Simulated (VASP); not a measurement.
## CaO (Lime): single point with PBEsol

The system is CaO (Lime).

```
CELL_PARAMETERS angstrom
0.00000 2.38393 2.38393
2.38393 0.00000 2.38393
2.38393 2.38393 0.00000
ATOMIC_POSITIONS crystal
Ca 0.00000 0.00000 0.00000
O 0.50000 0.50000 0.50000
```

```
Program                : VASP 6.6.1
Task                   : single point
Functional             : PBEsol
Potentials or basis    : VASP PAW PBE potentials, release 64 (Ca_sv, O)
Cutoff                 : 520 eV
k mesh                 : 6 × 6 × 6
Occupations            : fermi-dirac, width 0.01 eV
Spin                   : no spin polarisation
Dipole correction      : no
Further INCAR settings : ALGO = Normal; EDIFF = 1e-07; NBANDS = 15
```

The pressure is 0.6 GPa and the band gap on the k mesh is 3.52 eV, indirect (least direct gap 3.89 eV).

Levels at points of the mesh, in eV from the valence-band top:
| k point | band 5 | band 6 | band 7 | band 8 | band 9 | band 10 | band 11 | band 12 |
| --- | --- | --- | --- | --- | --- | --- | --- | --- |
| (0.00, 0.00, 0.00) | -15.49 | 0.00 | 0.00 | 0.00 | 4.76 | 6.25 | 6.25 | 6.25 |
| (0.50, 0.00, 0.00) | -14.14 | -2.75 | -1.27 | -1.27 | 7.13 | 8.51 | 8.51 | 8.52 |
| (0.50, 0.50, 0.00) | -15.25 | -1.31 | -0.37 | -0.37 | 3.52 | 8.22 | 9.06 | 9.76 |

Wall time 9.9 s on 1 thread of Intel Xeon 6975P-C, on a shared host, peak memory 0.16 GiB.

Caveat: the PAW data sets were made with another functional, which shifts forces and pressure a little. PBEsol gaps usually lie below the measured ones, often by a third to a half.
